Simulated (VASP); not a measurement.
Input of a VASP 6.6.1 run:

Contents of POSCAR:

```
In
1.0
   -1.5106146170      1.5106146170      2.2391882767
    1.5106146170     -1.5106146170      2.2391882767
    1.5106146170      1.5106146170     -2.2391882767
In
1
Direct
    0.0000000000      0.0000000000      0.0000000000
```

File INCAR.step1:

```
SYSTEM = In
PREC     = Accurate       ! precision mode
ENCUT    = 520            ! plane-wave cutoff, eV
ISMEAR   = -1             ! smearing method
SIGMA    = 0.05           ! smearing width, eV
LREAL    = .False.        ! projectors in reciprocal space
LASPH    = .True.         ! aspherical terms in the spheres
NELM     = 100            ! most SCF steps
NBANDS   = 12             ! bands
GGA      = PE             ! functional
ALGO     = Normal         ! electronic algorithm
EDIFF    = 1E-4           ! SCF threshold, eV
LWAVE    = .True.         ! write WAVECAR
LCHARG   = .False.        ! write CHGCAR
```

Contents of INCAR.step2:

```
SYSTEM = In
PREC     = Accurate       ! precision mode
ENCUT    = 520            ! plane-wave cutoff, eV
EDIFF    = 1E-6           ! SCF threshold, eV
ISMEAR   = -1             ! smearing method
SIGMA    = 0.05           ! smearing width, eV
LREAL    = .False.        ! projectors in reciprocal space
LASPH    = .True.         ! aspherical terms in the spheres
NELM     = 100            ! most SCF steps
ALGO     = Normal         ! electronic algorithm
ISIF     = 2              ! what is computed and relaxed
LWAVE    = .False.        ! write WAVECAR
LCHARG   = .False.        ! write CHGCAR
METAGGA  = R2SCAN         ! meta-GGA
LMIXTAU  = .True.       
NBANDS   = 12             ! bands
ISTART   = 1
```

KPOINTS

```
Automatic mesh
0
Gamma
  11 11 11
  0 0 0
```

Potentials or basis: VASP PAW PBE potentials, release 64 (In_d).

Launch:

```console
$ cat potpaw_PBE.64/In_d/POTCAR > POTCAR
$ cp INCAR.step1 INCAR
$ mpirun -np 1 vasp_std > vasp.out
$ cp INCAR.step2 INCAR
$ mpirun -np 1 vasp_std > vasp.out
```

What does it give for the pressure?

20.3 GPa.

Predict the band gap on the k mesh.

zero (an odd number of electrons rules out a gap without spin polarisation).

Caveat: the cell stands under pressure; the PAW data sets were made with another functional, which shifts forces and pressure a little; spin-orbit coupling is left out, which moves the levels of the heavy elements.
